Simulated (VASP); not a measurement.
# Ga2H (Pn-3m) in VASP: a series of runs, part 2 of 2

VASP 6.6.1.

### 4 Single point, PBE

This run uses another cell than the first one, of 14.83 Å³/atom, 0.983 times its volume.

The input, INCAR:

```
SYSTEM = Ga2H
ALGO = Normal
EDIFF = 1E-7
ENCUT = 520
GGA = PE
ISIF = 2
ISMEAR = 0
LASPH = .True.
LCHARG = .False.
LREAL = .False.
LWAVE = .False.
NBANDS = 36
NELM = 100
PREC = Accurate
SIGMA = 0.1
```

The input, KPOINTS:

```
k-points
0
Gamma
  4 4 4
  0 0 0
```

The input, POSCAR:

```
Ga2H
1.0
    4.4639500911      0.0000000000      0.0000000000
    0.0000000000      4.4639500911      0.0000000000
    0.0000000000      0.0000000000      4.4639500911
Ga H
4 2
Direct
    0.2500000000      0.2500000000      0.2500000000
    0.7500000000      0.7500000000      0.2500000000
    0.7500000000      0.2500000000      0.7500000000
    0.2500000000      0.7500000000      0.7500000000
    0.0000000000      0.0000000000      0.0000000000
    0.5000000000      0.5000000000      0.5000000000
```

Potentials or basis: VASP PAW PBE potentials, release 64 (Ga_d, H).

Command:

```sh
$ cat potpaw_PBE.64/Ga_d/POTCAR potpaw_PBE.64/H/POTCAR > POTCAR
$ mpirun -np 1 vasp_std > vasp.out
```

OUTCAR:

```text
SYSTEM = Ga2H
   EDIFF = 1E-7
   ENCUT = 520
   GGA = PE
   ISIF = 2
   ISMEAR = 0
   LASPH = .True.
   LREAL = .False.
   NELM = 100
   PREC = Accurate

 ion  position               nearest neighbor table
   1  0.250  0.250  0.250-
   2  0.750  0.750  0.250-
   3  0.750  0.250  0.750-
   4  0.250  0.750  0.750-
   5  0.000  0.000  0.000-
   6  0.500  0.500  0.500-

  LATTYP: Found a simple cubic cell.
 ALAT       =     4.4639500911

  Lattice vectors:

 A1 = (   4.4639500911,   0.0000000000,   0.0000000000)
 A2 = (   0.0000000000,   4.4639500911,   0.0000000000)
 A3 = (   0.0000000000,   0.0000000000,   4.4639500911)

Analysis of symmetry for initial positions (statically):
=====================================================================
 Subroutine PRICEL returns:
 Original cell was already a primitive cell.

 Routine SETGRP: Setting up the symmetry group for a
 simple cubic supercell.

 Subroutine GETGRP returns: Found 48 space group operations
 (whereof 24 operations were pure point group operations)
[... 160 lines left out ...]
 E-fermi :   4.5657     XC(G=0): -10.5216

 val. band max:        4.5283015697   @ k =   0.5000   0.2500   0.0000
 cond. band min:       4.6511407619   @ k =   0.5000   0.2500   0.2500
 fundamental gap:      0.1228391922
 Fermi energy:         4.5657470729

 k-point     1 :       0.0000    0.0000    0.0000
  band No.  band energies     occupation
      1     -10.6123      2.00000
      2     -10.4042      2.00000
      3     -10.4042      2.00000
      4     -10.3774      2.00000
      5     -10.3774      2.00000
      6     -10.3774      2.00000
[... 379 lines left out ...]
     35      12.8583      0.00000
     36      13.0077      0.00000

------------------------ aborting loop because EDIFF is reached ----------------------------------------

  FORCE on cell =-STRESS in cart. coord.  units (eV):
  Direction    XX          YY          ZZ          XY          YZ          ZX
  --------------------------------------------------------------------------------------
  -------------------------------------------------------------------------------------
  Total       -0.1196550     -0.1196550     -0.1196550     -0.0000000      0.0000000      0.0000000
  in kB       -2.1551801     -2.1551801     -2.1551801     -0.0000000      0.0000000      0.0000000
  external PRESSURE =      -2.1551801 kB  Pullay stress =       0.0000000 kB

 VOLUME and BASIS-vectors are now :
 -----------------------------------------------------------------------------
  energy-cutoff  :      520.00
  volume of cell :       88.95
      direct lattice vectors                 reciprocal lattice vectors
     4.463950091  0.000000000  0.000000000     0.224016841  0.000000000  0.000000000
     0.000000000  4.463950091  0.000000000     0.000000000  0.224016841  0.000000000
     0.000000000  0.000000000  4.463950091     0.000000000  0.000000000  0.224016841

 POSITION                                       TOTAL-FORCE (eV/Angst)
 -----------------------------------------------------------------------------------
      1.11599      1.11599      1.11599        -0.000000      0.000000     -0.000000
      3.34796      3.34796      1.11599         0.000000      0.000000      0.000000
      3.34796      1.11599      3.34796        -0.000000     -0.000000     -0.000000
      1.11599      3.34796      3.34796         0.000000     -0.000000     -0.000000
      0.00000      0.00000      0.00000         0.000000      0.000000      0.000000
      2.23198      2.23198      2.23198         0.000000      0.000000      0.000000
 -----------------------------------------------------------------------------------
    total drift:                                0.000000      0.000000      0.000000

  FREE ENERGIE OF THE ION-ELECTRON SYSTEM (eV)
  ---------------------------------------------------
  free  energy   TOTEN  =       -16.4521802373 eV

  energy  without entropy=      -16.4236140054  energy(sigma->0) =      -16.43789712
```

OSZICAR:

```text
N       E                     dE             d eps       ncg     rms          rms(c)
DAV:   1     0.380051755321E+03    0.38005E+03   -0.25745E+04   736   0.271E+03
DAV:   2     0.345419582534E+02   -0.34551E+03   -0.33725E+03   728   0.538E+02
DAV:   3    -0.151734686529E+02   -0.49715E+02   -0.48793E+02   832   0.153E+02
DAV:   4    -0.169778312157E+02   -0.18044E+01   -0.17913E+01   872   0.309E+01
DAV:   5    -0.170115525411E+02   -0.33721E-01   -0.33692E-01   844   0.464E+00    0.366E+00
DAV:   6    -0.165208760980E+02    0.49068E+00   -0.51437E-01   952   0.721E+00    0.167E+00
DAV:   7    -0.164482973022E+02    0.72579E-01   -0.51724E-01   828   0.330E+00    0.392E-01
DAV:   8    -0.164518824196E+02   -0.35851E-02   -0.82411E-02   820   0.202E+00    0.247E-01
DAV:   9    -0.164521952313E+02   -0.31281E-03   -0.52050E-03   864   0.554E-01    0.571E-02
DAV:  10    -0.164521937835E+02    0.14477E-05   -0.12778E-03   844   0.405E-01    0.216E-02
DAV:  11    -0.164521818657E+02    0.11918E-04   -0.18980E-04   872   0.139E-01    0.110E-02
DAV:  12    -0.164521806464E+02    0.12194E-05   -0.32262E-05   912   0.459E-02    0.335E-03
DAV:  13    -0.164521806712E+02   -0.24811E-07   -0.65029E-06   996   0.121E-02    0.212E-03
DAV:  14    -0.164521803300E+02    0.34114E-06   -0.92677E-07   708   0.663E-03    0.936E-04
DAV:  15    -0.164521802373E+02    0.92779E-07   -0.11548E-07   616   0.145E-03
   1 F= -.16452180E+02 E0= -.16437897E+02  d E =-.285662E-01
```

It took 24 s on 1 thread of Intel Xeon Platinum 8375C at 2.90GHz (Ice Lake), shared host; peak memory 0.2 GiB.

What came out:

| Quantity | Value |
| --- | --- |
| Free energy | -16.4522 eV |
| Pressure | -0.2 GPa |
| Band gap on the k mesh | zero (band 27 reaches 5.58 eV, above the bottom of band 28 at 1.07 eV) |

Levels at points of the mesh, in eV from the Fermi level:
```
           k point  band 24  band 25  band 26  band 27  band 28  band 29  band 30  band 31
(0.00, 0.00, 0.00)    -3.04    -3.04    -2.13    -2.13     0.34     3.50     3.50     3.50
(0.50, 0.00, 0.00)    -3.24    -2.46    -2.46    -0.09    -0.09     1.08     1.08     5.01
(0.50, 0.50, 0.00)    -6.38    -0.92    -0.92     1.01     1.01     1.34     1.34     1.59
(0.50, 0.50, 0.50)    -5.11    -5.11    -3.49    -3.49    -3.49     5.40     7.57     7.57
```

### 5 Relaxation of cell and atoms, PBE

This run uses another cell than the first one, of 18.04 Å³/atom, 1.196 times its volume.

The input, INCAR:

```
PREC     = Accurate       # precision mode
ENCUT    = 600            # plane-wave cutoff, eV
EDIFF    = 1E-7           # SCF threshold, eV
ISMEAR   = 0              # smearing method
SIGMA    = 0.1            # smearing width, eV
LREAL    = False          # projectors in reciprocal space
LASPH    = True           # aspherical terms in the spheres
NELM     = 100            # most SCF steps
ALGO     = Normal         # electronic algorithm
ISIF     = 3              # what is computed and relaxed
LWAVE    = False          # write WAVECAR
LCHARG   = False          # write CHGCAR
GGA      = PE             # functional
IBRION   = 2              # ionic algorithm
NSW      = 90             # ionic steps
EDIFFG   = -0.04          # ionic threshold
```

The input, KPOINTS:

```
regular mesh
0
Gamma
  4 4 4
```

Changes to POSCAR since step 4:

```diff
@@ -2,5 +2,5 @@
 1.0
-    4.4639500911      0.0000000000      0.0000000000
-    0.0000000000      4.4639500911      0.0000000000
-    0.0000000000      0.0000000000      4.4639500911
+    4.7659006400      0.0000000000      0.0000000000
+    0.0000000000      4.7659006400      0.0000000000
+    0.0000000000      0.0000000000      4.7659006400
 Ga H
```

Command:

```sh
$ cat potpaw_PBE.64/Ga_d/POTCAR potpaw_PBE.64/H/POTCAR > POTCAR
$ mpirun -np 1 vasp_std > vasp.out
```

Wall time 76 s (1 thread of Intel Xeon Platinum 8375C at 2.90GHz (Ice Lake), shared host); peak memory 0.26 GiB.

The run converged. Its results:

```yaml
Free_energy: -16.4572 eV
Relaxed_volume: 14.67 Å³/atom
Relaxed_cell: a = 4.449 Å, b = 4.449 Å, c = 4.449 Å, α = 90.00°, β = 90.00°, γ = 90.00°
Space_group_after_relaxing_to_0.05_Å: Pn-3m (No. 224)
Energy_gained_by_relaxing: 67.6 meV/atom
Ionic_steps: 3
Pressure_after_relaxing: 0.3 GPa
Band_gap_on_the_k_mesh: zero (band 27 reaches 5.67 eV, above the bottom of band 28 at 1.11 eV)
```

The path:
```csv
step,energy change (eV),largest force (eV/Å),pressure (GPa),volume (Å³)
1,0.0000,0.0000,-4.93,108.25
2,-0.2405,0.0000,-4.07,99.78
3,-0.4055,0.0000,0.27,88.04
```

Final structure:
```xyz
6
Lattice="4.4487 0.0000 0.0000 0.0000 4.4487 0.0000 0.0000 0.0000 4.4487" Properties=species:S:1:pos:R:3 pbc="T T T"
Ga    1.1122    1.1122    1.1122
Ga    3.3365    3.3365    1.1122
Ga    3.3365    1.1122    3.3365
Ga    1.1122    3.3365    3.3365
H     0.0000    0.0000    0.0000
H     2.2244    2.2244    2.2244
```

Levels at points of the mesh, in eV from the Fermi level:
| k point | band 24 | band 25 | band 26 | band 27 | band 28 | band 29 | band 30 | band 31 |
| --- | --- | --- | --- | --- | --- | --- | --- | --- |
| (0.00, 0.00, 0.00) | -3.02 | -3.02 | -2.16 | -2.16 | 0.35 | 3.52 | 3.52 | 3.52 |
| (0.50, 0.00, 0.00) | -3.26 | -2.43 | -2.43 | -0.10 | -0.10 | 1.07 | 1.07 | 5.08 |
| (0.50, 0.50, 0.00) | -6.42 | -0.92 | -0.92 | 1.02 | 1.02 | 1.37 | 1.37 | 1.60 |
| (0.50, 0.50, 0.50) | -5.12 | -5.12 | -3.54 | -3.54 | -3.54 | 5.50 | 7.63 | 7.63 |

Caveat: the volume moved by over 15 % at a fixed basis, so the end points are rough.

### 6 The runs side by side

```tsv
task	cell	k mesh	cutoff (eV)	gap on the mesh (eV)	pressure (GPa)	relaxed volume (Å³/atom)
single point	a = 4.489 Å, 6 atoms	8 × 8 × 8	520	none	0.0	-
relaxation of cell and atoms	relaxed from a = 4.464 Å, 6 atoms	8 × 8 × 8	600	none	0.0	15.10
single point	a = 4.464 Å, 6 atoms	4 × 4 × 4	520	none	-0.2	-
relaxation of cell and atoms	relaxed from a = 4.766 Å, 6 atoms	4 × 4 × 4	600	none	0.3	14.67
```

Alike in all rows: level PBE; potentials or basis VASP PAW PBE potentials, release 64 (Ga_d, H); no spin polarisation; smearing gaussian 0.1 eV.

Caveats: the volume moved by over 15 % at a fixed basis, so the end points are rough (some runs).

Total energies depend on the potentials used, so only differences within one code and one set of settings carry meaning.
